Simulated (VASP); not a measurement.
# Bi (Immm) in VASP: further runs, part 2 of 2

VASP 6.6.1. The steps go on from the part before.

### Step 3. Single point, PBE+D3(BJ)

The input, INCAR:

```
SYSTEM = Bi
PREC = Accurate
ENCUT = 520
EDIFF = 1E-6
ISMEAR = 0
SIGMA = 0.15
LREAL = .FALSE.
LASPH = .TRUE.
NELM = 60
ALGO = Fast
ISIF = 2
LWAVE = .FALSE.
LCHARG = .TRUE.
GGA = PE
IVDW = 12
LELF = .TRUE.
LVHAR = .TRUE.
NBANDS = 14
```

The input, KPOINTS:

```
regular mesh
0
G
  16 16 16
  0 0 0
```

The input, POSCAR:

```
Bi
1.0
   -1.6312579347      2.2190986319      2.0280504053
    1.6312579347     -2.2190986319      2.0280504053
    1.6312579347      2.2190986319     -2.0280504053
Bi
1
Direct
    0.0000000000      0.0000000000      0.0000000000
```

Potentials or basis: VASP PAW PBE potentials, release 64 (Bi_d).

Launch:

```bash
$ cat potpaw_PBE.64/Bi_d/POTCAR > POTCAR
$ mpirun -np 1 vasp_std > vasp.out
```

OUTCAR:

```text
SYSTEM = Bi
   PREC = Accurate
   ENCUT = 520
   EDIFF = 1E-6
   ISMEAR = 0
   LREAL = .FALSE.
   LASPH = .TRUE.
   NELM = 60
   ISIF = 2
   GGA = PE
   IVDW = 12
 IVDW          = 12

 ion  position               nearest neighbor table
   1  0.000  0.000  0.000-

  LATTYP: Found a body centered orthorhombic cell.
 ALAT       =     3.2625158694
 B/A-ratio  =     1.2432432432
 C/A-ratio  =     1.3603603604

  Lattice vectors:

 A1 = (   1.6312579347,  -2.2190986319,  -2.0280504053)
 A2 = (  -1.6312579347,  -2.2190986319,   2.0280504053)
 A3 = (  -1.6312579347,   2.2190986319,  -2.0280504053)

Analysis of symmetry for initial positions (statically):
=====================================================================
 Subroutine PRICEL returns:
 Original cell was already a primitive cell.

 Routine SETGRP: Setting up the symmetry group for a
 body centered orthorhombic supercell.

 Subroutine GETGRP returns: Found  8 space group operations
 (whereof  8 operations were pure point group operations)
 out of a pool of  8 trial point group operations.

The static configuration has the point symmetry D_2h.

Analysis of symmetry for dynamics (positions and initial velocities):
=====================================================================
 Subroutine PRICEL returns:
 Original cell was already a primitive cell.

 Routine SETGRP: Setting up the symmetry group for a
 body centered orthorhombic supercell.

 Subroutine GETGRP returns: Found  8 space group operations
 (whereof  8 operations were pure point group operations)
 out of a pool of  8 trial point group operations.

The dynamic configuration has the point symmetry D_2h.

 Subroutine INISYM returns: Found  8 space group operations
 (whereof  8 operations are pure point group operations),
 and found     1 'primitive' translations

----------------------------------------------------------------------------------------

                                     Primitive cell

  volume of cell :      29.3655

  direct lattice vectors                    reciprocal lattice vectors
    -1.631257935  2.219098632  2.028050405     0.000000000  0.225316709  0.246542196
     1.631257935 -2.219098632  2.028050405     0.306511919  0.000000000  0.246542196
     1.631257935  2.219098632 -2.028050405     0.306511919  0.225316709  0.000000000

  length of vectors
     3.420290870  3.420290870  3.420290870     0.333992026  0.393360662  0.380417108

  position of ions in fractional coordinates (direct lattice)
     0.000000000  0.000000000  0.000000000

  ion indices of the primitive-cell ions
   primitive index   ion index
                 1           1

----------------------------------------------------------------------------------------

 KPOINTS: regular mesh

Automatic generation of k-mesh.
 Grid dimensions read from file:
 generate k-points for:   16   16   16

 Generating k-lattice:

  Cartesian coordinates                     Fractional coordinates (reciprocal lattice)
     0.000000000  0.014082294  0.015408887     0.062500000 -0.000000000  0.000000000
     0.019156995  0.000000000  0.015408887     0.000000000  0.062500000  0.000000000
     0.019156995  0.014082294  0.000000000     0.000000000 -0.000000000  0.062500000

[... 39 lines left out ...]
   number of dos      NEDOS =    301   number of ions     NIONS =      1
   total plane-waves  NPLWV =  21952
   dimension x,y,z NGX =    28 NGY =   28 NGZ =   28
   dimension x,y,z NGXF=    56 NGYF=   56 NGZF=   56
   ions per type =               1
   NGX,Y,Z   is equivalent  to a cutoff of  13.61, 13.61, 13.61 a.u.
   NGXF,Y,Z  is equivalent  to a cutoff of  27.22, 27.22, 27.22 a.u.
 SYSTEM =  Bi
   PREC   = accura    normal or accurate (medium, high low for compatibility)
   ISTART =      0    job   : 0-new  1-cont  2-samecut
   ICHARG =      2    charge: 1-file 2-atom 10-const
   ISPIN  =      1    spin polarized calculation?
   LNONCOLLINEAR =      F non collinear calculations
   LSORBIT =      F    spin-orbit coupling
   LASPH  =      T    aspherical Exc in radial PAW
   ENCUT  =  520.0 eV  38.22 Ry    6.18 a.u.   6.36  6.36  6.36*2*pi/ulx,y,z
   NELM   =     60;   NELMIN=  2; NELMDL= -5     # of ELM steps
   EDIFF  = 0.1E-05   stopping-criterion for ELM
   LREAL  =      F    real-space projection
   EDIFFG = 0.1E-04   stopping-criterion for IOM
   NSW    =      0    number of steps for IOM
   IBRION =     -1    ionic relax: 0-MD 1-quasi-New 2-CG
   NFREE  =      0    steps in history (QN), initial steepest desc. (CG)
   ISIF   =      2    stress and relaxation
   ISYM   =      2    0-nonsym 1-usesym 2-fastsym
   POTIM  = 0.5000    time-step for ionic-motion
   TEBEG  =    0.0;   TEEND  =   0.0 temperature during run
   PSTRESS=    0.0 pullay stress
   NELECT =      15.0000    total number of electrons
   NUPDOWN=      -1.0000    fix difference up-down
   EMIN   =  10.00;   EMAX   =-10.00  energy-range for DOS
   EFERMI =   0.00;   METHOD = LEGACY
   ISMEAR =     0;   SIGMA  =   0.15  broadening in eV -4-tet -1-fermi 0-gaus
   EFERMI_NEDOS =   21; number of points for ismear=-14 and -15
   IALGO  =     68    algorithm
   IMIX   =      4    mixing-type and parameters
     AMIX     =   0.40;   BMIX     =  1.00
     AMIX_MAG =   1.60;   BMIX_MAG =  1.00
  volume/ion in A,a.u.               =      29.37       198.17
  Fermi-wavevector in a.u.,A,eV,Ry     =   1.308657  2.473004 23.301118  1.712584
  Thomas-Fermi vector in A             =   2.439309
   LORBIT       =      0    0 simple, 1 ext, 2 COOP (PROOUT), +10 PAW based schemes
   GGA     = PE    functional components
   LHFCALC =     F    Hartree Fock is set to
   AEXX    =    0.0000 exact exchange contribution
   IVDW    =    12    specifies the selected vdW correction
   LEPSILON=     F    determine dielectric tensor
   LRPA    =     F    only Hartree local field effects (RPA)
 non-spin polarized calculation
 RMM-DIIS sequential band-by-band and
 Gauss-broadening in eV      SIGMA  =   0.15
  energy-cutoff  :      520.00
  volume of cell :       29.37
 maximum number of plane-waves:       807
 NGX is ok and might be reduce to    28
   NGX = 13   NGY = 13   NGZ = 13

 number of electron      15.0000003 magnetization

 Free energy of the ion-electron system (eV)
  ---------------------------------------------------
  ext. energy  EPLUGINS =         0.00000000
  ---------------------------------------------------
  free energy    TOTEN  =        -3.68171761 eV

  energy without entropy =       -3.67524877  energy(sigma->0) =       -3.67848319

 E-fermi :   8.7243     XC(G=0): -10.5534

 val. band max:        8.7199156954   @ k =   0.1875  -0.0625   0.0625
 cond. band min:       8.7426638196   @ k =   0.1250   0.1875   0.1250
 fundamental gap:      0.0227481242
 Fermi energy:         8.7243161717

 k-point     1 :       0.0000    0.0000    0.0000
  band No.  band energies     occupation
      1     -14.4601      2.00000
      2     -14.4468      2.00000
      3     -14.3632      2.00000
      4     -14.3398      2.00000
      5     -14.2449      2.00000
      6      -5.3556      2.00000
      7      12.6923      0.00000
      8      12.9738      0.00000
      9      15.9907      0.00000
     10      16.9486      0.00000
     11      17.7533      0.00000
     12      19.2478      0.00000
     13      20.4558      0.00000
     14      22.1746      0.00000
[... 377 lines left out ...]
      1     -14.4464      2.00000
      2     -14.4410      2.00000
      3     -14.3600      2.00000
      4     -14.3340      2.00000
      5     -14.2515      2.00000
      6      -5.1509      2.00000
      7      11.2391      0.00000
      8      12.7955      0.00000
      9      14.9187      0.00000
     10      17.6119      0.00000
     11      18.6180      0.00000
     12      19.2855      0.00000
     13      20.0164      0.00000
     14      21.8125      0.00000

 [... further k-points ...]

------------------------ aborting loop because EDIFF is reached ----------------------------------------

 Edisp (eV)   -0.53803

 E8    (eV) :    -0.2647

  FORCE on cell =-STRESS in cart. coord.  units (eV):
  Direction    XX          YY          ZZ          XY          YZ          ZX
  --------------------------------------------------------------------------------------
  -------------------------------------------------------------------------------------
  Total       1.14668     0.23248     0.36737     0.00000     0.00000     0.00000
  in kB      62.56257    12.68404    20.04353     0.00000     0.00000     0.00000
  external pressure =       31.76 kB  Pullay stress =        0.00 kB

 VOLUME and BASIS-vectors are now :
 -----------------------------------------------------------------------------
  energy-cutoff  :      520.00
  volume of cell :       29.37
      direct lattice vectors                 reciprocal lattice vectors
    -1.631257935  2.219098632  2.028050405     0.000000000  0.225316709  0.246542196
     1.631257935 -2.219098632  2.028050405     0.306511919  0.000000000  0.246542196
     1.631257935  2.219098632 -2.028050405     0.306511919  0.225316709  0.000000000

 POSITION                                       TOTAL-FORCE (eV/Angst)
 -----------------------------------------------------------------------------------
      0.00000      0.00000      0.00000         0.000000      0.000000      0.000000
 -----------------------------------------------------------------------------------
    total drift:                               -0.000000     -0.000000     -0.000000

  FREE ENERGIE OF THE ION-ELECTRON SYSTEM (eV)
  ---------------------------------------------------
  free  energy   TOTEN  =        -4.2197510635 eV

  energy  without entropy=       -4.2132822271  energy(sigma->0) =       -4.21651665
```

OSZICAR:

```text
N       E                     dE             d eps       ncg     rms          rms(c)
DAV:   1     0.114056492354E+03    0.11406E+03   -0.76670E+03 17552   0.126E+03
DAV:   2     0.289117291617E+01   -0.11117E+03   -0.10740E+03 18912   0.342E+02
DAV:   3    -0.353230611587E+01   -0.64235E+01   -0.64004E+01 21666   0.789E+01
DAV:   4    -0.367964975857E+01   -0.14734E+00   -0.14731E+00 21956   0.127E+01
DAV:   5    -0.368595693720E+01   -0.63072E-02   -0.63070E-02 24296   0.241E+00    0.449E-01
RMM:   6    -0.368235525871E+01    0.36017E-02   -0.53121E-03 21344   0.865E-01    0.265E-01
RMM:   7    -0.368158571841E+01    0.76954E-03   -0.47177E-03 21489   0.724E-01    0.732E-02
RMM:   8    -0.368169044918E+01   -0.10473E-03   -0.10552E-03 24832   0.404E-01    0.107E-02
RMM:   9    -0.368171457949E+01   -0.24130E-04   -0.26785E-04 28471   0.153E-01    0.891E-03
RMM:  10    -0.368171610070E+01   -0.15212E-05   -0.46054E-05 24638   0.926E-02    0.235E-03
RMM:  11    -0.368171749780E+01   -0.13971E-05   -0.23274E-05 28796   0.439E-02    0.208E-03
RMM:  12    -0.368171760630E+01   -0.10850E-06   -0.27576E-06 15188   0.155E-02
   1 F= -.42197511E+01 E0= -.42165166E+01  d E =-.646884E-02
```

It took 3.5 min on 1 thread of Intel Xeon 6975P-C, shared host; peak memory 0.35 GiB.

What came out:

* Free energy: -4.2198 eV
* Pressure: 3.2 GPa
* Dispersion energy per atom: -0.538 eV

Levels at points of the mesh, in eV from the Fermi level:
```tsv
k point	band 4	band 5	band 6	band 7	band 8	band 9	band 10	band 11
(0.00, 0.00, 0.00)	-23.06	-22.97	-14.08	3.97	4.25	7.27	8.22	9.03
(0.50, 0.00, 0.00)	-23.01	-22.92	-11.50	-5.80	4.46	5.46	9.23	9.40
(0.00, 0.50, 0.00)	-22.92	-22.91	-9.84	-5.19	0.81	1.63	4.92	6.12
(0.50, 0.50, 0.00)	-22.93	-22.91	-10.07	-5.42	1.55	2.65	5.85	7.22
(0.50, 0.50, 0.50)	-22.93	-22.89	-9.19	-3.84	-2.64	1.79	2.54	6.20
```

Caveat: the cell differs from its parent crystal (strain +e along x and -e along y -0.1500, strain +e along z and -e/2 along x and y +0.0350); spin-orbit coupling is left out, which moves the levels of the heavy elements; pairwise dispersion overbinds metals, which lowers pressure and volume.

### Step 4. Single point, PBE+D3(BJ)

The input, INCAR:

```
SYSTEM = Bi
  ALGO = Fast
  EDIFF = 1E-7
  ENCUT = 520
  GGA = PE
  ISIF = 2
  ISMEAR = 0
  IVDW = 12
  LASPH = .TRUE.
  LCHARG = .TRUE.
  LELF = .TRUE.
  LREAL = .FALSE.
  LVHAR = .TRUE.
  LWAVE = .FALSE.
  NBANDS = 14
  NELM = 100
  PREC = Accurate
  SIGMA = 0.15
```

The input, KPOINTS:

```
k-points
0
G
  16 16 16
  0 0 0
```

The input, POSCAR:

```
Bi
1.0
   -1.7561740828      2.1970546057      1.9251782833
    1.7561740828     -2.1970546057      1.9251782833
    1.7561740828      2.1970546057     -1.9251782833
Bi
1
Direct
    0.0000000000      0.0000000000      0.0000000000
```

Launch:

```bash
$ cat potpaw_PBE.64/Bi_d/POTCAR > POTCAR
$ mpirun -np 1 vasp_std > vasp.out
```

Run time: 3 min. Hardware: 1 thread of Intel Xeon Platinum 8488C (Sapphire Rapids), shared host; peak memory 0.34 GiB.

The run converged. Its results:

```yaml
Free_energy: -4.2429 eV
Pressure: 1.2 GPa
Dispersion_energy_per_atom: -0.531 eV
```

Stress tensor (GPa, compression positive):
```
1.51 0.00 0.00
0.00 0.29 0.00
0.00 0.00 1.79
```

Levels at points of the mesh, in eV from the Fermi level:
```
           k point  band 3  band 4  band 5  band 6  band 7  band 8  band 9  band 10  band 11  band 12
(0.00, 0.00, 0.00)  -23.08  -23.06  -22.96  -13.92    4.81    4.97    6.06     9.18     9.62    10.21
(0.50, 0.00, 0.00)  -23.05  -22.98  -22.91  -11.03   -5.60    3.11    4.86     7.73     9.51     9.58
(0.00, 0.50, 0.00)  -22.97  -22.94  -22.89  -10.06   -5.09    0.73    1.80     4.89     6.16    14.27
(0.50, 0.50, 0.00)  -23.02  -22.95  -22.90  -10.48   -5.43    1.93    3.48     6.36     7.92     9.97
(0.50, 0.50, 0.50)  -22.94  -22.91  -22.89   -8.74   -3.63   -1.70    0.09     3.05     4.73    16.02
```

Caveat: the cell differs from its parent crystal (strain +e along x and -e along y -0.1125, strain +e along z and -e/2 along x and y -0.0175); spin-orbit coupling is left out, which moves the levels of the heavy elements; pairwise dispersion overbinds metals, which lowers pressure and volume.

### Step 5. Overview

```tsv
cell	further INCAR settings	gap on the mesh (eV)	pressure (GPa)
a = 3.422 Å, angles 123.7, 99.9, 105.9°, 1 atom	ALGO = Fast; EDIFF = 1e-06; NBANDS = 14	none	3.6
a = 3.420 Å, angles 123.0, 99.1, 107.3°, 1 atom	ALGO = Fast; EDIFF = 1e-06; NBANDS = 14	none	3.2
a = 3.408 Å, angles 118.0, 99.7, 111.2°, 1 atom	ALGO = Fast; EDIFF = 1e-07; NBANDS = 14	none	1.2
```

Alike in all rows: task single point; level PBE+D3(BJ); potentials or basis VASP PAW PBE potentials, release 64 (Bi_d); no spin polarisation; k mesh 16 × 16 × 16; cutoff (eV) 520; smearing gaussian 0.15 eV.

Caveats: spin-orbit coupling is left out, which moves the levels of the heavy elements; pairwise dispersion overbinds metals, which lowers pressure and volume.

Absolute energies hang on the potentials; compare differences alone.
